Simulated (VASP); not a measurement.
A run of VASP 6.6.1:

File INCAR:

```
SYSTEM = AlNi
ALGO = Normal ; EDIFF = 1E-6
ENCUT = 520 ; GGA = PE
ISIF = 2 ; ISMEAR = 0
ISPIN = 2 ; LASPH = .True.
LCHARG = .False. ; LMAXMIX = 4
LORBIT = 11 ; LREAL = .False.
LWAVE = .False. ; MAGMOM = 1 0
NBANDS = 18 ; NELM = 150
PREC = Accurate ; SIGMA = 0.026000000000000002
```

Contents of KPOINTS:

```
k-points
0
Gamma
  9 9 9
  0 0 0
```

POSCAR

```
AlNi
1.0
    2.8810000000      0.0000000000      0.0000000000
    0.0000000000      2.8810000000      0.0000000000
    0.0000000000      0.0000000000      2.8810000000
Ni Al
1 1
Direct
    0.5000000000      0.5000000000      0.5000000000
    0.0000000000      0.0000000000      0.0000000000
```

Potentials or basis: VASP PAW PBE potentials, release 64 (Ni, Al).

Launch:

```sh
$ cat potpaw_PBE.64/Ni/POTCAR potpaw_PBE.64/Al/POTCAR > POTCAR
$ mpirun -np 1 vasp_std > vasp.out
```

Hardware: 1 thread of Intel Xeon 8259CL, on a shared host.

**Question.** Estimate the wall time of this run.

**Answer.** Run time: 40 s on 1 thread of Intel Xeon 8259CL, with other jobs on the host, peak memory 0.16 GiB. Counts: scf iterations 16, k points 35.
